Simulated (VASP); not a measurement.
Write the native input for VASP 6.6.1 that does the following.

| Quantity | Value |
| --- | --- |
| Task | single point |
| Functional | PBEsol |
| Potentials or basis | VASP PAW PBE potentials, release 64 (Sr_sv, O) |
| Cutoff | 520 eV |
| k mesh | 8 × 8 × 8 |
| Occupations | fermi-dirac, width 0.05 eV |
| Spin | no spin polarisation |
| Dipole correction | no |
| Further INCAR settings | ALGO = Normal; EDIFF = 1e-07; NBANDS = 15 |

The structure of SrO lies in POSCAR:

```
SrO
1.0
    0.0000000000      2.5613730000      2.5613730000
    2.5613730000      0.0000000000      2.5613730000
    2.5613730000      2.5613730000      0.0000000000
Sr O
1 1
Direct
    0.0000000000      0.0000000000      0.0000000000
    0.5000000000      0.5000000000      0.5000000000
```

One way to write it, as run:

INCAR

```
SYSTEM = SrO
  ALGO = Normal
  EDIFF = 1E-7
  ENCUT = 520
  GGA = PS
  ISIF = 2
  ISMEAR = -1
  LASPH = .True.
  LCHARG = .False.
  LREAL = .False.
  LWAVE = .False.
  NBANDS = 15
  NELM = 80
  PREC = Accurate
  SIGMA = 0.05
```

KPOINTS

```
k-points
0
Gamma
  8 8 8
  0 0 0
```

Potentials or basis: VASP PAW PBE potentials, release 64 (Sr_sv, O).

Command:

```console
$ cat potpaw_PBE.64/Sr_sv/POTCAR potpaw_PBE.64/O/POTCAR > POTCAR
$ mpirun -np 1 vasp_std > vasp.out
```

It gave:

- Pressure: 0.6 GPa
- Band gap on the k mesh: 3.15 eV, indirect (least direct gap 3.23 eV)

Caveat: the PAW data sets were made with another functional, which shifts forces and pressure a little.

Wall time 17 s on 1 thread of AMD EPYC 9R45 (Zen 5), on a shared host, peak memory 0.13 GiB.
